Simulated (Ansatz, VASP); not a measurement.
SiC: VASP beside Ansatz

```
CELL_PARAMETERS angstrom
3.07600 0.00000 0.00000
-1.53800 2.66389 0.00000
0.00000 0.00000 5.04800
ATOMIC_POSITIONS crystal
Si 0.33333 0.66667 0.00000
Si 0.66667 0.33333 0.50000
C 0.33333 0.66667 0.38500
C 0.66667 0.33333 0.88500
```

Alike in both runs: task single point; functional PBE; k mesh 12 × 12 × 8; occupations gaussian, width 0.05 eV; no spin polarisation.

|  | VASP | Ansatz |
| --- | --- | --- |
| version | VASP 6.6.1 | Ansatz 0.2.0 |
| potentials or method | VASP PAW PBE potentials, release 64 (Si, C), cutoff 520 eV | scalar-relativistic, plane waves, PAW |
| valence electrons in the cell | 16 | 16 |

Ansatz gave:

```
gap on the k mesh at the Fermi level (eV)                     : 2.33
pressure (GPa)                                                : 3.7
traceless stress, the component that is largest in VASP (GPa) : -3.24
rms of the force components (eV/Å)                            : 0.435
```

Question: Estimate VASP's values.

Answer: gap on the k mesh at the Fermi level (eV): 2.32; pressure (GPa): 3.6; traceless stress, the component that is largest in VASP (GPa): -3.22; rms of the force components (eV/Å): 0.435.

Atom by atom the forces differ by 0.000 eV/Å (rms over components).
